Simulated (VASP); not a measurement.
CaSe: single point with PBE

CaSe:

```
Ca Se
1.0
     0.00000    2.96754    2.96754
     3.06457    0.00000    2.96754
     3.06457    2.96754    0.00000
Ca Se
1 1
Direct
  0.00000 0.00000 0.00000
  0.50000 0.50000 0.50000
```

This cell differs from its parent crystal: uniaxial x strain +3.3%.

```yaml
Program: VASP 6.6.1
Task: single point
Functional: PBE
Potentials_or_basis: VASP PAW PBE potentials, release 64 (Ca_sv, Se)
Cutoff: 500 eV
k_mesh: 8 × 8 × 8
Occupations: fermi-dirac, width 0.02 eV
Spin: no spin polarisation
Dipole_correction: no
Further_INCAR_settings: ALGO = Normal; EDIFF = 1e-06; NBANDS = 15
```

```yaml
Pressure: -0.7 GPa
Band_gap_on_the_k_mesh: 2.11 eV (least direct gap 2.95 eV)
```

Stress tensor (GPa, compression positive):
```
-2.26  0.00  0.00
 0.00  0.10  0.00
 0.00  0.00  0.10
```

Levels at points of the mesh, in eV from the valence-band top:
| k point | band 6 | band 7 | band 8 | band 9 | band 10 | band 11 |
| --- | --- | --- | --- | --- | --- | --- |
| (0.00, 0.00, 0.00) | -0.01 | 0.00 | 0.00 | 3.08 | 3.58 | 3.78 |
| (0.50, 0.00, 0.00) | -3.13 | -1.12 | -1.11 | 4.44 | 5.36 | 5.37 |
| (0.50, 0.50, 0.00) | -2.38 | -0.97 | -0.89 | 2.11 | 4.79 | 5.05 |
| (0.00, 0.50, 0.50) | -2.47 | -0.82 | -0.82 | 2.13 | 4.91 | 4.92 |

Wall time 40 s on 1 thread of AMD EPYC 7R43 64-Core Processor (Zen 3) (shared host), peak memory 0.16 GiB.

Caveat: the cell differs from its parent crystal (uniaxial x strain +3.3%). A k mesh can miss the band edges.
